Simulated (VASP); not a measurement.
The system is C.

```
CELL_PARAMETERS angstrom
0.00000 1.78012 1.81573
1.78012 0.00000 1.81573
1.78012 1.78012 0.00000
ATOMIC_POSITIONS crystal
C 0.00000 0.00000 0.00000
C 0.25000 0.25000 0.25000
```

This cell differs from its parent crystal: uniaxial z strain +2.0%.

Base run:

| Item | Value |
| --- | --- |
| Program | VASP 6.6.1 |
| Functional | r2SCAN |
| Potentials or basis | VASP PAW PBE potentials, release 64 (C) |
| Cutoff | 520 eV |
| k mesh | 12 × 12 × 12 |
| Occupations | gaussian, width 0.01 eV |
| Spin | no spin polarisation |

Its results: band gap on the k mesh 4.05 eV, indirect (least direct gap 5.61 eV); pressure -7.5 GPa.

Question: The run is repeated on the same cell with these changes: potentials or basis from VASP PAW PBE potentials, release 64 (C) to VASP PAW PBE potentials, release 64 (C_h); cutoff from 520 eV to 910 eV; further incar settings from ALGO = Normal; EDIFF = 1e-07; NBANDS = 11 to ALGO = Normal; EDIFF = 1e-06; NBANDS = 11. What comes out?

Answer: Band gap on the k mesh 4.08 eV, indirect (least direct gap 5.65 eV); pressure -9.4 GPa.

Caveats: the PAW data sets were made with another functional, which shifts forces and pressure a little; the cutoff is under 1.25 times the usual one of these potentials, so pressure, stress and relaxed cells hold a basis-set (Pulay) error (some runs).

A k mesh can miss the band edges.
